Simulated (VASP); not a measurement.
Here is a VASP 6.6.1 calculation.

Contents of POSCAR:

```
TiO2
1.0
   -1.8921000000      1.8921000000      4.7573000000
    1.8921000000     -1.8921000000      4.7573000000
    1.8921000000      1.8921000000     -4.7573000000
Ti O
2 4
Direct
    0.7500000000      0.2500000000      0.5000000000
    0.0000000000      0.0000000000      0.0000000000
    0.7919000000      0.7919000000      0.0000000000
    0.5419000000      0.0419000000      0.5000000000
    0.9581000000      0.4581000000      0.5000000000
    0.2081000000      0.2081000000      0.0000000000
```

File INCAR.step1:

```
SYSTEM = TiO2
ALGO = Normal
EDIFF = 1E-4
ENCUT = 520
GGA = PE
ISMEAR = -1
LASPH = .TRUE.
LCHARG = .FALSE.
LREAL = .FALSE.
LWAVE = .TRUE.
NBANDS = 33
NELM = 100
PREC = Accurate
SIGMA = 0.05
```

File INCAR.step2:

```
SYSTEM = TiO2
ALGO = Normal
EDIFF = 1E-6
ENCUT = 520
ISIF = 2
ISMEAR = -1
ISTART = 1
LASPH = .TRUE.
LCHARG = .FALSE.
LMIXTAU = .TRUE.
LREAL = .FALSE.
LWAVE = .FALSE.
METAGGA = R2SCAN
NBANDS = 33
NELM = 100
PREC = Accurate
SIGMA = 0.05
```

File KPOINTS:

```
k-points
0
G
  10 10 10
  0 0 0
```

Potentials or basis: VASP PAW PBE potentials, release 64 (Ti_sv, O).

Launch:

```bash
$ cat potpaw_PBE.64/Ti_sv/POTCAR potpaw_PBE.64/O/POTCAR > POTCAR
$ cp INCAR.step1 INCAR
$ mpirun -np 1 vasp_std > vasp.out
$ cp INCAR.step2 INCAR
$ mpirun -np 1 vasp_std > vasp.out
```

Estimate the largest force.

0.038 eV/Å.

Predict the pressure.

1.8 GPa.

What does it give for the band gap on the k mesh?

2.54 eV (least direct gap 2.89 eV).

Forces in eV/Å, atoms in the order of the input:
```
Ti   0.000  0.000  0.000
Ti   0.000  0.000  0.000
O    0.000  0.000 -0.038
O    0.000  0.000 -0.038
O    0.000  0.000  0.038
O    0.000  0.000  0.038
```

Caveat: the PAW data sets were made with another functional, which shifts forces and pressure a little. r2SCAN opens gaps a little over a GGA but as a rule still falls short of measured ones.
